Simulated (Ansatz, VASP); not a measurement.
# Two plane-wave programs on HfSc2

```
Hf Sc
1.0
    -1.88291    1.88291    4.98199
     1.88291   -1.88291    4.98199
     1.88291    1.88291   -4.98199
Hf Sc
1 2
Direct
  0.00000 0.00000 0.00000
  0.66604 0.66604 0.00000
  0.33396 0.33396 0.00000
```

Alike in both runs: functional PBE; k mesh 6 × 6 × 6; occupations gaussian, width 0.1 eV; no spin polarisation.

Ansatz relaxed the structure, and its values are those at the end. VASP's run is a single point on that final structure, the one shown.

|  | VASP | Ansatz |
| --- | --- | --- |
| version | VASP 6.6.1 | Ansatz 0.2.0 |
| potentials or method | VASP PAW PBE potentials, release 64 (Hf_pv, Sc_sv), cutoff 520 eV | scalar-relativistic, plane waves, PAW |
| valence electrons in the cell | 32 | 48 |

```tsv
	VASP	Ansatz	Ansatz less VASP
gap on the k mesh at the Fermi level (eV)	none	none	-
pressure (GPa)	-0.1	-0.1	+0.04
rms of the force components (eV/Å)	0.016	0.014	-0.0012
```

A gap of «none» marks a metal or a gap that the smearing closes. VASP's potentials hold 32 valence electrons a cell and Ansatz's 48, so a difference there can come from the potentials and not from the codes.

The k mesh is coarse, so the values compare programs but aren't converged. Spin-orbit coupling is off throughout.
